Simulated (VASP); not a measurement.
# SnSe2 (P-3m1) in VASP: notebook, part 2 of 2

VASP 6.6.1. The steps go on from the part before.

### 3 Single point, PBE+D3(BJ) (26.95 Å³/atom)

File INCAR:

```
PREC     = Accurate       # precision mode
ENCUT    = 500            # plane-wave cutoff, eV
EDIFF    = 1E-6           # SCF threshold, eV
ISMEAR   = 0              # smearing method
SIGMA    = 0.03           # smearing width, eV
LREAL    = False          # projectors in reciprocal space
LASPH    = True           # aspherical terms in the spheres
NELM     = 120            # most SCF steps
ALGO     = Normal         # electronic algorithm
ISIF     = 2              # what is computed and relaxed
LWAVE    = False          # write WAVECAR
LCHARG   = True           # write CHGCAR
GGA      = PE             # functional
IVDW     = 12             # dispersion correction
LELF     = True           # ELF
LVHAR    = True         
NBANDS   = 20             # bands
GGA_COMPAT= False
```

File KPOINTS:

```
Automatic mesh
0
Gamma
  12 12 6
```

File POSCAR:

```
SnSe2
1.0
    3.6771787690      0.0000000000      0.0000000000
   -1.8385893845      3.1845302282      0.0000000000
    0.0000000000      0.0000000000      6.9035354208
Sn Se
1 2
Direct
    0.0000000000      0.0000000000      0.0000000000
    0.3333333333      0.6666666667      0.2651331237
    0.6666666667      0.3333333333      0.7348668763
```

Potentials or basis: VASP PAW PBE potentials, release 64 (Sn_d, Se).

On the command line:

```
$ cat potpaw_PBE.64/Sn_d/POTCAR potpaw_PBE.64/Se/POTCAR > POTCAR
$ mpirun -np 1 vasp_std > vasp.out
```

Wall time 3.4 min (1 thread of Intel Xeon 8259CL, shared host); peak memory 0.3 GiB.

It converged, with:

* Free energy: -12.4665 eV
* Pressure: -2.8 GPa
* Largest force: 1.355 eV/Å
* Band gap on the k mesh: zero (bands 13 and 14 overlap by 0.50 eV)
* Dispersion energy per atom: -0.344 eV

Forces in eV/Å, atoms in the order of the input:
```
Sn   0.000  0.000  0.000
Se   0.000  0.000 -1.355
Se   0.000  0.000  1.355
```

Stress tensor (GPa, compression positive):
```
  1.71   0.00   0.00
  0.00   1.71   0.00
  0.00   0.00 -11.67
```

Levels at points of the mesh, in eV from the Fermi level:
| k point | band 10 | band 11 | band 12 | band 13 | band 14 | band 15 | band 16 | band 17 |
| --- | --- | --- | --- | --- | --- | --- | --- | --- |
| (0.00, 0.00, 0.00) | -0.22 | -0.22 | -0.05 | -0.05 | 0.40 | 3.67 | 4.76 | 4.76 |
| (0.50, 0.00, 0.00) | -3.61 | -2.19 | -2.00 | -0.51 | 0.48 | 3.06 | 4.47 | 4.48 |
| (0.00, 0.00, 0.50) | -0.31 | -0.31 | 0.07 | 0.07 | 2.21 | 3.35 | 4.63 | 4.63 |
| (0.50, 0.00, 0.50) | -2.92 | -1.85 | -1.58 | -0.80 | -0.43 | 2.53 | 4.17 | 4.95 |

Caveat: semilocal functionals underestimate gaps, so a narrow gap can read as zero; spin-orbit coupling is left out, which moves the levels of the heavy elements; forces of over 1 eV/Å act on the atoms, so gaps and moduli don't describe the material at rest.

### 4 Single point, PBE+D3(BJ) (26.95 Å³/atom)

File INCAR:

```
SYSTEM = SnSe2
  PREC = Accurate
  ENCUT = 500
  EDIFF = 1E-6
  ISMEAR = 0
  SIGMA = 0.03
  LREAL = .False.
  LASPH = .True.
  NELM = 120
  ALGO = Normal
  ISIF = 2
  LWAVE = .False.
  LCHARG = .True.
  GGA = PE
  IVDW = 12
  LELF = .True.
  LVHAR = .True.
  NBANDS = 20
  GGA_COMPAT = .False.
```

File KPOINTS:

```
Automatic mesh
0
Gamma
  12 12 6
  0 0 0
```

File POSCAR:

```
SnSe2
1.0
    3.7522896740      0.0000000000      0.0000000000
   -1.8761448370      3.2495781800      0.0000000000
    0.0000000000      0.0000000000      6.6299206250
Sn Se
1 2
Direct
    0.0000000000      0.0000000000      0.0000000000
    0.3333333333      0.6666666667      0.2651331237
    0.6666666667      0.3333333333      0.7348668763
```

On the command line:

```
$ cat potpaw_PBE.64/Sn_d/POTCAR potpaw_PBE.64/Se/POTCAR > POTCAR
$ mpirun -np 1 vasp_std > vasp.out
```

Run time: 3.4 min. Hardware: 1 thread of Intel Xeon 8259CL, shared host; peak memory 0.29 GiB.

Results (log left out):

```
Free energy                : -12.6898 eV
Pressure                   : -3.0 GPa
Largest force              : 1.061 eV/Å
Band gap on the k mesh     : zero (bands 13 and 14 overlap by 0.10 eV)
Dispersion energy per atom : -0.344 eV
```

Forces on the atoms (eV/Å):
```
Sn   0.000  0.000  0.000
Se   0.000  0.000 -1.061
Se   0.000  0.000  1.061
```

Stress tensor (GPa, compression positive):
```
-0.10  0.00  0.00
 0.00 -0.10  0.00
 0.00  0.00 -8.69
```

Levels at points of the mesh, in eV from the Fermi level:
| k point | band 11 | band 12 | band 13 | band 14 | band 15 | band 16 |
| --- | --- | --- | --- | --- | --- | --- |
| (0.00, 0.00, 0.00) | -0.34 | -0.17 | -0.17 | 0.59 | 3.44 | 4.64 |
| (0.50, 0.00, 0.00) | -2.12 | -1.92 | -0.43 | 0.76 | 3.29 | 4.62 |
| (0.00, 0.00, 0.50) | -0.45 | -0.01 | -0.01 | 2.34 | 3.17 | 4.45 |
| (0.50, 0.00, 0.50) | -1.94 | -1.28 | -0.79 | -0.09 | 3.05 | 4.30 |

Caveat: semilocal functionals underestimate gaps, so a narrow gap can read as zero; spin-orbit coupling is left out, which moves the levels of the heavy elements; forces of over 1 eV/Å act on the atoms, so gaps and moduli don't describe the material at rest.

### 5 Single point, PBE+D3(BJ) (26.95 Å³/atom)

File INCAR:

```
PREC     = Accurate       # precision mode
ENCUT    = 500            # plane-wave cutoff, eV
EDIFF    = 1E-6           # SCF threshold, eV
ISMEAR   = 0              # smearing method
SIGMA    = 0.03           # smearing width, eV
LREAL    = False          # projectors in reciprocal space
LASPH    = True           # aspherical terms in the spheres
NELM     = 120            # most SCF steps
ALGO     = Normal         # electronic algorithm
ISIF     = 2              # what is computed and relaxed
LWAVE    = False          # write WAVECAR
LCHARG   = False          # write CHGCAR
GGA      = PE             # functional
IVDW     = 12             # dispersion correction
NBANDS   = 20             # bands
GGA_COMPAT= False
```

File KPOINTS:

```
regular mesh
0
Gamma
  12 12 6
```

File POSCAR:

```
SnSe2
1.0
    4.0683153320      0.0000000000      0.0000000000
   -2.0341576660      3.5232644281      0.0000000000
    0.0000000000      0.0000000000      5.6399055447
Sn Se
1 2
Direct
    0.0000000000      0.0000000000      0.0000000000
    0.3333333333      0.6666666667      0.2651331237
    0.6666666667      0.3333333333      0.7348668763
```

On the command line:

```
$ cat potpaw_PBE.64/Sn_d/POTCAR potpaw_PBE.64/Se/POTCAR > POTCAR
$ mpirun -np 1 vasp_std > vasp.out
```

It took 4.3 min on 1 thread of Intel Xeon 8259CL, shared host; peak memory 0.3 GiB.

The run converged. Its results:

```yaml
Free_energy: -12.7448 eV
Pressure: -3.0 GPa
Largest_force: 0.219 eV/Å
Band_gap_on_the_k_mesh: zero (bands 13 and 14 overlap by 0.01 eV)
Dispersion_energy_per_atom: -0.345 eV
```

Forces in eV/Å, atoms in the order of the input:
```
Sn   0.000  0.000  0.000
Se   0.000  0.000  0.219
Se   0.000  0.000 -0.219
```

Stress tensor (GPa, compression positive):
```
-4.64  0.00  0.00
 0.00 -4.64  0.00
 0.00  0.00  0.26
```

Levels at points of the mesh, in eV from the Fermi level:
```tsv
k point	band 10	band 11	band 12	band 13	band 14	band 15	band 16	band 17
(0.00, 0.00, 0.00)	-1.50	-1.41	-1.41	-0.48	0.01	1.90	3.69	3.69
(0.50, 0.00, 0.00)	-3.35	-3.23	-1.80	-0.77	0.58	2.94	4.35	4.75
(0.00, 0.00, 0.50)	-1.70	-1.70	-1.06	-1.06	1.24	1.75	3.11	3.11
(0.50, 0.00, 0.50)	-2.96	-1.98	-1.59	-1.54	0.63	3.65	4.60	5.59
```

Caveat: the cell stands under tension; semilocal functionals underestimate gaps, so a narrow gap can read as zero; spin-orbit coupling is left out, which moves the levels of the heavy elements.

### 6 Single point, PBE+D3(BJ) (28.31 Å³/atom)

This run uses another cell than the first one, of 28.31 Å³/atom.

File INCAR:

```
SYSTEM = SnSe2
PREC = Accurate
ENCUT = 500
EDIFF = 1E-6
ISMEAR = 0
SIGMA = 0.03
LREAL = .False.
LASPH = .True.
NELM = 120
ALGO = Normal
ISIF = 2
LWAVE = .False.
LCHARG = .True.
GGA = PE
IVDW = 12
LELF = .True.
LVHAR = .True.
NBANDS = 20
GGA_COMPAT = .False.
```

File KPOINTS:

```
Automatic mesh
0
Gamma
  12 12 6
  0 0 0
```

File POSCAR:

```
SnSe2
1.0
    4.2203665293      0.0000000000      0.0000000000
   -2.1101832647      3.6549446276      0.0000000000
    0.0000000000      0.0000000000      5.5063122107
Sn Se
1 2
Direct
    0.0000000000      0.0000000000      0.0000000000
    0.3333333333      0.6666666667      0.2651331237
    0.6666666667      0.3333333333      0.7348668763
```

Potentials or basis: VASP PAW PBE potentials, release 64 (Sn_d, Se).

On the command line:

```
$ cat potpaw_PBE.64/Sn_d/POTCAR potpaw_PBE.64/Se/POTCAR > POTCAR
$ mpirun -np 1 vasp_std > vasp.out
```

Wall time 3.2 min (1 thread of Intel Xeon 8259CL, shared host); peak memory 0.31 GiB.

It converged, with:

| Quantity | Value |
| --- | --- |
| Free energy | -12.5264 eV |
| Pressure | -5.2 GPa |
| Largest force | 0.142 eV/Å |
| Band gap on the k mesh | zero (bands 13 and 14 overlap by 0.18 eV) |
| Dispersion energy per atom | -0.328 eV |

Forces on the atoms (eV/Å):
```
Sn   0.000  0.000  0.000
Se   0.000  0.000  0.142
Se   0.000  0.000 -0.142
```

Stress tensor (GPa, compression positive):
```
-7.13  0.00  0.00
 0.00 -7.13  0.00
 0.00  0.00 -1.47
```

Levels at points of the mesh, in eV from the Fermi level:
```tsv
k point	band 11	band 12	band 13	band 14	band 15	band 16
(0.00, 0.00, 0.00)	-1.53	-1.53	-0.87	0.15	1.73	3.56
(0.50, 0.00, 0.00)	-2.90	-1.59	-0.69	0.50	2.85	4.28
(0.00, 0.00, 0.50)	-1.77	-1.13	-1.13	0.88	1.55	2.89
(0.50, 0.00, 0.50)	-1.71	-1.59	-1.54	0.79	3.56	4.87
```

Caveat: the cell stands under tension; semilocal functionals underestimate gaps, so a narrow gap can read as zero; spin-orbit coupling is left out, which moves the levels of the heavy elements.

### 7 Overview

| cell | gap on the mesh (eV) | pressure (GPa) | largest force (eV/Å) |
| --- | --- | --- | --- |
| a = 3.987, b = 3.987, c = 5.872 Å, angles 90.0, 90.0, 120.0°, 3 atoms | - | -3.0 | 0.04 |
| a = 3.677, b = 3.677, c = 6.904 Å, angles 90.0, 90.0, 120.0°, 3 atoms | none | -2.8 | 1.35 |
| a = 3.752, b = 3.752, c = 6.630 Å, angles 90.0, 90.0, 120.0°, 3 atoms | none | -3.0 | 1.06 |
| a = 4.068, b = 4.068, c = 5.640 Å, angles 90.0, 90.0, 120.0°, 3 atoms | none | -3.0 | 0.22 |
| a = 4.220, b = 4.220, c = 5.506 Å, angles 90.0, 90.0, 120.0°, 3 atoms | none | -5.2 | 0.14 |

Alike in all rows: task single point; level PBE+D3(BJ); potentials or basis VASP PAW PBE potentials, release 64 (Sn_d, Se); no spin polarisation; k mesh 12 × 12 × 6; cutoff (eV) 500; smearing gaussian 0.03 eV.

Caveats: spin-orbit coupling is left out, which moves the levels of the heavy elements; semilocal functionals underestimate gaps, so a narrow gap can read as zero (at least some runs); forces of over 1 eV/Å act on the atoms, so gaps and moduli don't describe the material at rest (at least some runs); the cell stands under tension (at least some runs).

Absolute energies hang on the potentials; compare differences alone.
